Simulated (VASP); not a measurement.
# Sb (Im-3m) in VASP: notebook

Runs on Sb. Level: r2SCAN. Tasks: single point.

All numbers are computed with VASP 6.6.1; they aren't measurements. Logs are shortened: lines on timing, memory, paths and dates and some standing lists are left out, and cuts for length are marked.

## Step 1: The cell of the first run

The structure is cubic, space group Im-3m (No. 229). The conventional cell has a = 3.774 Å, b = 3.774 Å, c = 3.774 Å, α = 90.00°, β = 90.00°, γ = 90.00°. Sb (site symmetry m-3m) has 14 Sb at 3.27 to 3.77 Å within 4.3 Å.

## Step 2: Single point, r2SCAN

POSCAR

```
Sb
1.0
   -1.8870006251      1.8870006251      1.8870006251
    1.8870006251     -1.8870006251      1.8870006251
    1.8870006251      1.8870006251     -1.8870006251
Sb
1
Direct
    0.0000000000      0.0000000000      0.0000000000
```

INCAR.step1

```
SYSTEM = Sb
ALGO = Normal
EDIFF = 1E-5
ENCUT = 550
GGA = PE
GGA_COMPAT = .False.
ISMEAR = -1
LASPH = .True.
LCHARG = .False.
LREAL = .False.
LWAVE = .True.
NBANDS = 8
NELM = 120
PREC = Accurate
SIGMA = 0.1
```

INCAR.step2

```
SYSTEM = Sb
ALGO = Normal
EDIFF = 1E-6
ENCUT = 550
GGA_COMPAT = .False.
ISIF = 2
ISMEAR = -1
ISTART = 1
LASPH = .True.
LCHARG = .False.
LMIXTAU = .True.
LREAL = .False.
LWAVE = .False.
METAGGA = R2SCAN
NBANDS = 8
NELM = 120
PREC = Accurate
SIGMA = 0.1
```

KPOINTS

```
k-points
0
Gamma
  8 8 8
  0 0 0
```

Potentials or basis: VASP PAW PBE potentials, release 64 (Sb).

The run is started by

```console
$ cat potpaw_PBE.64/Sb/POTCAR > POTCAR
$ cp INCAR.step1 INCAR
$ mpirun -np 1 vasp_std > vasp.out
$ cp INCAR.step2 INCAR
$ mpirun -np 1 vasp_std > vasp.out
```

OUTCAR:

```text
SYSTEM = Sb
   EDIFF = 1E-6
   ENCUT = 550
   ISIF = 2
   ISMEAR = -1
   ISTART = 1
   LASPH = .True.
   LREAL = .False.
   METAGGA = R2SCAN
   NELM = 120
   PREC = Accurate

 ion  position               nearest neighbor table
   1  0.000  0.000  0.000-

  LATTYP: Found a body centered cubic cell.
 ALAT       =     3.7740012502

  Lattice vectors:

 A1 = (  -1.8870006251,   1.8870006251,   1.8870006251)
 A2 = (   1.8870006251,  -1.8870006251,   1.8870006251)
 A3 = (   1.8870006251,   1.8870006251,  -1.8870006251)

Analysis of symmetry for initial positions (statically):
=====================================================================
 Subroutine PRICEL returns:
 Original cell was already a primitive cell.

 Routine SETGRP: Setting up the symmetry group for a
 body centered cubic supercell.

 Subroutine GETGRP returns: Found 48 space group operations
 (whereof 48 operations were pure point group operations)
 out of a pool of 48 trial point group operations.

The static configuration has the point symmetry O_h .

Analysis of symmetry for dynamics (positions and initial velocities):
=====================================================================
 Subroutine PRICEL returns:
 Original cell was already a primitive cell.

 Routine SETGRP: Setting up the symmetry group for a
 body centered cubic supercell.

 Subroutine GETGRP returns: Found 48 space group operations
 (whereof 48 operations were pure point group operations)
 out of a pool of 48 trial point group operations.

The dynamic configuration has the point symmetry O_h .

 Subroutine INISYM returns: Found 48 space group operations
 (whereof 48 operations are pure point group operations),
 and found     1 'primitive' translations

----------------------------------------------------------------------------------------

                                     Primitive cell

  volume of cell :      26.8767

  direct lattice vectors                    reciprocal lattice vectors
    -1.887000625  1.887000625  1.887000625     0.000000000  0.264970765  0.264970765
     1.887000625 -1.887000625  1.887000625     0.264970765  0.000000000  0.264970765
     1.887000625  1.887000625 -1.887000625     0.264970765  0.264970765  0.000000000

  length of vectors
     3.268380957  3.268380957  3.268380957     0.374725250  0.374725250  0.374725250

  position of ions in fractional coordinates (direct lattice)
     0.000000000  0.000000000  0.000000000

  ion indices of the primitive-cell ions
   primitive index   ion index
                 1           1

----------------------------------------------------------------------------------------

 KPOINTS: k-points

Automatic generation of k-mesh.
 Grid dimensions read from file:
 generate k-points for:    8    8    8

 Generating k-lattice:

  Cartesian coordinates                     Fractional coordinates (reciprocal lattice)
     0.000000000  0.033121346  0.033121346     0.125000000  0.000000000  0.000000000
     0.033121346  0.000000000  0.033121346     0.000000000  0.125000000  0.000000000
     0.033121346  0.033121346  0.000000000     0.000000000  0.000000000  0.125000000

  Length of vectors
     0.046840656  0.046840656  0.046840656

  Shift w.r.t. Gamma in fractional coordinates (k-lattice)
     0.000000000  0.000000000  0.000000000

 Subroutine IBZKPT returns following result:
 ===========================================

 Found     29 irreducible k-points:

 Following reciprocal coordinates:
            Coordinates               Weight
  0.000000  0.000000  0.000000      1.000000
  0.125000  0.000000  0.000000     12.000000
  0.250000  0.000000  0.000000     12.000000
  0.375000  0.000000  0.000000     12.000000
  0.500000  0.000000  0.000000      6.000000
  0.125000  0.125000  0.000000     24.000000
[... 16 lines left out ...]
 -0.250000  0.250000  0.250000      6.000000
 -0.375000  0.375000  0.250000     24.000000
 [... further k-points ...]
   k-points           NKPTS =     29   k-points in BZ     NKDIM =     29   number of bands    NBANDS=      8
   number of dos      NEDOS =    301   number of ions     NIONS =      1
   total plane-waves  NPLWV =  21952
   dimension x,y,z NGX =    28 NGY =   28 NGZ =   28
   dimension x,y,z NGXF=    56 NGYF=   56 NGZF=   56
   ions per type =               1
   NGX,Y,Z   is equivalent  to a cutoff of  14.24, 14.24, 14.24 a.u.
   NGXF,Y,Z  is equivalent  to a cutoff of  28.48, 28.48, 28.48 a.u.
 SYSTEM =  Sb
   PREC   = accura    normal or accurate (medium, high low for compatibility)
   ISTART =      1    job   : 0-new  1-cont  2-samecut
   ICHARG =      0    charge: 1-file 2-atom 10-const
   ISPIN  =      1    spin polarized calculation?
   LNONCOLLINEAR =      F non collinear calculations
   LSORBIT =      F    spin-orbit coupling
   LASPH  =      T    aspherical Exc in radial PAW
   ENCUT  =  550.0 eV  40.42 Ry    6.36 a.u.   6.25  6.25  6.25*2*pi/ulx,y,z
   NELM   =    120;   NELMIN=  2; NELMDL=  0     # of ELM steps
   EDIFF  = 0.1E-05   stopping-criterion for ELM
   LREAL  =      F    real-space projection
   EDIFFG = 0.1E-04   stopping-criterion for IOM
   NSW    =      0    number of steps for IOM
   IBRION =     -1    ionic relax: 0-MD 1-quasi-New 2-CG
   NFREE  =      0    steps in history (QN), initial steepest desc. (CG)
   ISIF   =      2    stress and relaxation
   ISYM   =      2    0-nonsym 1-usesym 2-fastsym
   POTIM  = 0.5000    time-step for ionic-motion
   TEBEG  =    0.0;   TEEND  =   0.0 temperature during run
   PSTRESS=    0.0 pullay stress
   NELECT =       5.0000    total number of electrons
   NUPDOWN=      -1.0000    fix difference up-down
   EMIN   =  10.00;   EMAX   =-10.00  energy-range for DOS
   EFERMI =   0.00;   METHOD = LEGACY
   ISMEAR =    -1;   SIGMA  =   0.10  broadening in eV -4-tet -1-fermi 0-gaus
   EFERMI_NEDOS =   21; number of points for ismear=-14 and -15
   IALGO  =     38    algorithm
   IMIX   =      4    mixing-type and parameters
     AMIX     =   0.40;   BMIX     =  1.00
     AMIX_MAG =   1.60;   BMIX_MAG =  1.00
  volume/ion in A,a.u.               =      26.88       181.37
  Fermi-wavevector in a.u.,A,eV,Ry     =   0.934558  1.766058 11.883303  0.873398
  Thomas-Fermi vector in A             =   2.061375
   LORBIT       =      0    0 simple, 1 ext, 2 COOP (PROOUT), +10 PAW based schemes
   METAGGA = R2SCAN    functional components
   LHFCALC =     F    Hartree Fock is set to
   AEXX    =    0.0000 exact exchange contribution
   IVDW    =     0    specifies the selected vdW correction
   LEPSILON=     F    determine dielectric tensor
   LRPA    =     F    only Hartree local field effects (RPA)
 non-spin polarized calculation
  energy-cutoff  :      550.00
  volume of cell :       26.88
 maximum number of plane-waves:       802
 NGX is ok and might be reduce to    28
   NGX = 13   NGY = 13   NGZ = 13

 number of electron       5.0000000 magnetization

 Free energy of the ion-electron system (eV)
  ---------------------------------------------------
  ext. energy  EPLUGINS =         0.00000000
  ---------------------------------------------------
  free energy    TOTEN  =       -25.33745488 eV

  energy without entropy =      -25.31847984  energy(sigma->0) =      -25.32796736

 E-fermi :   8.3892     XC(G=0): -10.7849

 val. band max:        8.2805398845   @ k =  -0.2500   0.2500   0.1250
 cond. band min:       8.5378440393   @ k =  -0.2500   0.2500   0.2500
 fundamental gap:      0.2573041548
 Fermi energy:         8.3891776544

 k-point     1 :       0.0000    0.0000    0.0000
  band No.  band energies     occupation
      1      -5.0650      2.00000
      2      14.1977      0.00000
      3      14.1977      0.00000
      4      14.1977      0.00000
      5      19.3679      0.00000
      6      19.3679      0.00000
      7      19.3679      0.00000
      8      21.0712      0.00000

 k-point     2 :       0.1250    0.0000    0.0000
  band No.  band energies     occupation
      1      -4.7188      2.00000
      2      11.9313      0.00000
      3      13.1881      0.00000
      4      13.9325      0.00000
      5      18.0814      0.00000
      6      18.1086      0.00000
      7      20.2522      0.00000
      8      20.6752      0.00000

 k-point     3 :       0.2500    0.0000    0.0000
  band No.  band energies     occupation
      1      -3.6932      2.00000
      2       8.0688      1.92192
      3      11.6125      0.00000
      4      13.2882      0.00000
      5      16.5970      0.00000
      6      16.7507      0.00000
      7      20.4906      0.00000
      8      21.4714      0.00000

 k-point     4 :       0.3750    0.0000    0.0000
  band No.  band energies     occupation
      1      -2.0787      2.00000
      2       4.5130      2.00000
      3      10.4943      0.00000
      4      12.6849      0.00000
      5      15.7143      0.00000
      6      15.9364      0.00000
      7      21.7452      0.00000
      8      22.7413      0.00000

 k-point     5 :       0.5000    0.0000    0.0000
  band No.  band energies     occupation
      1      -0.7520      2.00000
      2       2.5142      2.00000
      3      10.1006      0.00000
      4      12.4508      0.00000
      5      15.4265      0.00000
      6      15.6644      0.00000
      7      23.1753      0.00000
      8      24.2560      0.00000
[... 177 lines left out ...]
 k-point    22 :       0.2500    0.2500    0.2500
  band No.  band energies     occupation
      1       0.3112      2.00000
      2       5.5087      2.00000
      3       5.5087      2.00000
      4       5.5087      2.00000
      5      24.0575      0.00000
      6      24.0575      0.00000
      7      24.0575      0.00000
      8      25.0435      0.00000

 k-point    23 :      -0.2500    0.2500    0.2500
  band No.  band energies     occupation
      1      -2.3449      2.00000
      2       8.5378      0.36885
      3       9.0833      0.00193
      4       9.0833      0.00193
      5      14.1762      0.00000
      6      21.2379      0.00000
      7      21.2379      0.00000
      8      21.2383      0.00000

 k-point    24 :      -0.3750    0.3750    0.2500
  band No.  band energies     occupation
      1      -0.7782      2.00000
      2       5.6721      2.00000
      3       8.0103      1.95576
      4       9.1721      0.00080
      5      13.9890      0.00000
      6      18.4651      0.00000
      7      20.4294      0.00000
      8      21.5676      0.00000

 [... further k-points ...]
[... 5 lines left out ...]
  --------------------------------------------------------------------------------------
  -------------------------------------------------------------------------------------
  Total       -0.0226875     -0.0226875     -0.0226875     -0.0000000      0.0000000      0.0000000
  in kB       -1.3524468     -1.3524468     -1.3524468     -0.0000000      0.0000000      0.0000000
  external PRESSURE =      -1.3524468 kB  Pullay stress =       0.0000000 kB

 VOLUME and BASIS-vectors are now :
 -----------------------------------------------------------------------------
  energy-cutoff  :      550.00
  volume of cell :       26.88
      direct lattice vectors                 reciprocal lattice vectors
    -1.887000625  1.887000625  1.887000625     0.000000000  0.264970765  0.264970765
     1.887000625 -1.887000625  1.887000625     0.264970765  0.000000000  0.264970765
     1.887000625  1.887000625 -1.887000625     0.264970765  0.264970765  0.000000000

 POSITION                                       TOTAL-FORCE (eV/Angst)
 -----------------------------------------------------------------------------------
      0.00000      0.00000      0.00000         0.000000     -0.000000      0.000000
 -----------------------------------------------------------------------------------
    total drift:                                0.000000     -0.000000      0.000000

  FREE ENERGIE OF THE ION-ELECTRON SYSTEM (eV)
  ---------------------------------------------------
  free  energy   TOTEN  =       -25.3374548773 eV

  energy  without entropy=      -25.3184798356  energy(sigma->0) =      -25.32796736
```

It took 51 s on 1 thread of AMD EPYC 7R43 (Zen 3), shared host; peak memory 0.12 GiB.

Results:

```
Free energy : -25.3375 eV
Pressure    : -0.1 GPa
```

Levels at points of the mesh, in eV from the Fermi level:
| k point | band 1 | band 2 | band 3 | band 4 | band 5 | band 6 | band 7 | band 8 |
| --- | --- | --- | --- | --- | --- | --- | --- | --- |
| (0.00, 0.00, 0.00) | -13.45 | 5.81 | 5.81 | 5.81 | 10.98 | 10.98 | 10.98 | 12.68 |
| (0.50, 0.00, 0.00) | -9.14 | -5.87 | 1.71 | 4.06 | 7.04 | 7.28 | 14.79 | 15.87 |
| (0.50, 0.50, 0.50) | -5.59 | -2.19 | -2.19 | -2.19 | 3.39 | 3.39 | 18.38 | 18.38 |

Caveat: the PAW data sets were made with another functional, which shifts forces and pressure a little; spin-orbit coupling is left out, which moves the levels of the heavy elements.

## Step 3: Single point, r2SCAN

This run uses another cell than the first one, of 27.15 Å³/atom, 1.010 times its volume.

POSCAR

```
Sb
1.0
   -1.8933328894      1.8933328894      1.8933328894
    1.8933328894     -1.8933328894      1.8933328894
    1.8933328894      1.8933328894     -1.8933328894
Sb
1
Direct
    0.0000000000      0.0000000000      0.0000000000
```

INCAR.step1

```
SYSTEM = Sb
PREC = Accurate ; ENCUT = 550
ISMEAR = -1 ; SIGMA = 0.1
LREAL = .False. ; LASPH = .True.
NELM = 120 ; NBANDS = 8
GGA = PE ; ALGO = Normal
EDIFF = 1E-5 ; LWAVE = .True.
LCHARG = .False. ; GGA_COMPAT = .False.
```

INCAR.step2

```
SYSTEM = Sb
PREC = Accurate ; ENCUT = 550
EDIFF = 1E-6 ; ISMEAR = -1
SIGMA = 0.1 ; LREAL = .False.
LASPH = .True. ; NELM = 120
ALGO = Normal ; ISIF = 2
LWAVE = .False. ; LCHARG = .True.
METAGGA = R2SCAN ; LMIXTAU = .True.
LELF = .True. ; LVHAR = .True.
NBANDS = 8 ; ISTART = 1
GGA_COMPAT = .False.
```

KPOINTS

```
regular mesh
0
Gamma
  8 8 8
  0 0 0
```

Potentials or basis: VASP PAW PBE potentials, release 64 (Sb).

The run is started by

```console
$ cat potpaw_PBE.64/Sb/POTCAR > POTCAR
$ cp INCAR.step1 INCAR
$ mpirun -np 1 vasp_std > vasp.out
$ cp INCAR.step2 INCAR
$ mpirun -np 1 vasp_std > vasp.out
```

It took 47 s on 1 thread of AMD EPYC 7R43 (Zen 3), shared host; peak memory 0.13 GiB.

Results (log left out):

| Quantity | Value |
| --- | --- |
| Free energy | -25.3367 eV |
| Pressure | -0.7 GPa |

Levels at points of the mesh, in eV from the Fermi level:
```
           k point  band 1  band 2  band 3  band 4  band 5  band 6  band 7
(0.00, 0.00, 0.00)  -13.37    5.73    5.73    5.73   10.94   10.94   10.94
(0.50, 0.00, 0.00)   -9.12   -5.80    1.69    4.03    7.01    7.27   14.72
(0.50, 0.50, 0.50)   -5.64   -2.16   -2.16   -2.16    3.42    3.42   18.32
```

Caveat: the PAW data sets were made with another functional, which shifts forces and pressure a little; spin-orbit coupling is left out, which moves the levels of the heavy elements.

## Step 4: Single point, r2SCAN

This run uses another cell than the first one, of 27.42 Å³/atom, 1.020 times its volume.

POSCAR

```
Sb
1.0
   -1.8996230781      1.8996230781      1.8996230781
    1.8996230781     -1.8996230781      1.8996230781
    1.8996230781      1.8996230781     -1.8996230781
Sb
1
Direct
    0.0000000000      0.0000000000      0.0000000000
```

INCAR.step1

```
PREC     = Accurate       # precision mode
ENCUT    = 550            # plane-wave cutoff, eV
ISMEAR   = -1             # smearing method
SIGMA    = 0.1            # smearing width, eV
LREAL    = F              # projectors in reciprocal space
LASPH    = T              # aspherical terms in the spheres
NELM     = 120            # most SCF steps
NBANDS   = 8              # bands
GGA      = PE             # functional
ALGO     = Normal         # electronic algorithm
EDIFF    = 1E-5           # SCF threshold, eV
LWAVE    = T              # write WAVECAR
LCHARG   = F              # write CHGCAR
GGA_COMPAT= F
```

INCAR.step2

```
PREC     = Accurate       # precision mode
ENCUT    = 550            # plane-wave cutoff, eV
EDIFF    = 1E-6           # SCF threshold, eV
ISMEAR   = -1             # smearing method
SIGMA    = 0.1            # smearing width, eV
LREAL    = F              # projectors in reciprocal space
LASPH    = T              # aspherical terms in the spheres
NELM     = 120            # most SCF steps
ALGO     = Normal         # electronic algorithm
ISIF     = 2              # what is computed and relaxed
LWAVE    = F              # write WAVECAR
LCHARG   = F              # write CHGCAR
METAGGA  = R2SCAN         # meta-GGA
LMIXTAU  = T            
NBANDS   = 8              # bands
ISTART   = 1            
GGA_COMPAT= F
```

KPOINTS

```
regular mesh
0
Gamma
  8 8 8
```

The run is started by

```console
$ cat potpaw_PBE.64/Sb/POTCAR > POTCAR
$ cp INCAR.step1 INCAR
$ mpirun -np 1 vasp_std > vasp.out
$ cp INCAR.step2 INCAR
$ mpirun -np 1 vasp_std > vasp.out
```

Run time: 48 s. Hardware: 1 thread of AMD EPYC 7R43 (Zen 3), shared host; peak memory 0.13 GiB.

The run converged. Its results:

```
Free energy : -25.3350 eV
Pressure    : -1.3 GPa
```

Levels at points of the mesh, in eV from the Fermi level:
```csv
k point,band 1,band 2,band 3,band 4,band 5,band 6,band 7
"(0.00, 0.00, 0.00)",-13.28,5.65,5.65,5.65,10.91,10.91,10.91
"(0.50, 0.00, 0.00)",-9.10,-5.74,1.67,3.99,6.98,7.26,14.66
"(0.50, 0.50, 0.50)",-5.68,-2.14,-2.14,-2.14,3.45,3.45,18.27
```

Caveat: the PAW data sets were made with another functional, which shifts forces and pressure a little; spin-orbit coupling is left out, which moves the levels of the heavy elements.

## Step 5: Summary

| cell | gap on the mesh (eV) | pressure (GPa) |
| --- | --- | --- |
| a = 3.268 Å, angles 109.5°, 1 atom | none | -0.1 |
| a = 3.279 Å, angles 109.5°, 1 atom | none | -0.7 |
| a = 3.290 Å, angles 109.5°, 1 atom | none | -1.3 |

Alike in all rows: task single point; level r2SCAN; potentials or basis VASP PAW PBE potentials, release 64 (Sb); no spin polarisation; k mesh 8 × 8 × 8; cutoff (eV) 550; smearing fermi-dirac 0.1 eV.

Caveats: the PAW data sets were made with another functional, which shifts forces and pressure a little; spin-orbit coupling is left out, which moves the levels of the heavy elements.

Absolute energies hang on the potentials; compare differences alone.
